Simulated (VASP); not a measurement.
## WAu: relaxation of cell and atoms with LDA

The system is WAu.

```
W Au
1.0
     0.00000    2.74798    2.74798
     2.74798    0.00000    2.74798
     2.74798    2.74798    0.00000
W Au
1 1
Cartesian
  0.0000 0.0000 0.0000
  4.1220 4.1220 4.1220
```

```yaml
Program: VASP 6.6.1
Task: relaxation of cell and atoms
Functional: LDA
Potentials_or_basis: VASP PAW LDA potentials, release 64 (W_sv, Au_sv_GW)
Cutoff: 540 eV
k_mesh: 8 × 8 × 8
Occupations: fermi-dirac, width 0.05 eV
Spin: no spin polarisation
Dipole_correction: no
Further_INCAR_settings: ALGO = Normal; EDIFF = 1e-07; IBRION = 2; EDIFFG = -0.01; NSW = 60; ISIF = 3
```

| Item | Value |
| --- | --- |
| Relaxed volume | 23.29 Å³/atom |
| Relaxed cell | a = 4.038 Å, b = 4.038 Å, c = 4.038 Å, α = 60.00°, β = 60.00°, γ = 60.00° |
| Space group after relaxing (to 0.1 Å) | F-43m (No. 216) |
| Pressure after relaxing | 0.0 GPa |
| Band gap on the k mesh | zero (an odd number of electrons rules out a gap without spin polarisation) |

Final structure:
```
CELL_PARAMETERS angstrom
0.00000 2.85564 2.85564
2.85564 0.00000 2.85564
2.85564 2.85564 0.00000
ATOMIC_POSITIONS crystal
W 0.00000 0.00000 0.00000
Au 0.75000 0.75000 0.75000
```

Levels at points of the mesh, in eV from the Fermi level:
```csv
k point,band 13,band 14,band 15,band 16,band 17,band 18,band 19,band 20
"(0.00, 0.00, 0.00)",-5.85,-5.85,-0.78,-0.78,-0.78,1.69,1.69,8.67
"(0.50, 0.00, 0.00)",-5.79,-5.15,-1.92,-0.25,-0.25,1.48,1.48,2.17
"(0.50, 0.50, 0.00)",-5.22,-4.05,-2.89,0.37,1.32,1.61,1.61,2.99
```

It took 56 s on 1 thread of Intel(R) Xeon(R) 6975P-C (Granite Rapids) (shared host), peak memory 0.18 GiB.

Caveat: spin-orbit coupling is left out, which moves the levels of the heavy elements.
